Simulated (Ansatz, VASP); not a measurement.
CaB2: VASP beside Ansatz

```
Ca B
1.0
     1.61287    0.93119    4.36043
    -1.61287    0.93119    4.36043
     0.00000   -1.86239    4.36043
Ca B
1 2
Cartesian
  0.0000 0.0000 12.8852
  0.0000 0.0000 2.3238
  0.0000 0.0000 6.5935
```

Alike in both runs: functional PBE; k mesh 18 × 18 × 18; occupations gaussian, width 0.1 eV; no spin polarisation.

Ansatz relaxed the structure, and its values are those at the end. VASP's run is a single point on that final structure, the one shown.

|  | VASP | Ansatz |
| --- | --- | --- |
| version | VASP 6.6.1 | Ansatz 0.2.0 |
| potentials or method | VASP PAW PBE potentials, release 64 (Ca_sv, B), cutoff 520 eV | scalar-relativistic, plane waves, PAW |
| valence electrons in the cell | 16 | 16 |

VASP gave:

```
gap on the k mesh at the Fermi level (eV) : none
pressure (GPa)                            : 0.2
rms of the force components (eV/Å)        : 0.008
```

Which values does Ansatz return?

gap on the k mesh at the Fermi level (eV): none; pressure (GPa): 0.0; rms of the force components (eV/Å): 0.000.

A gap of «none» marks a metal or a gap that the smearing closes.
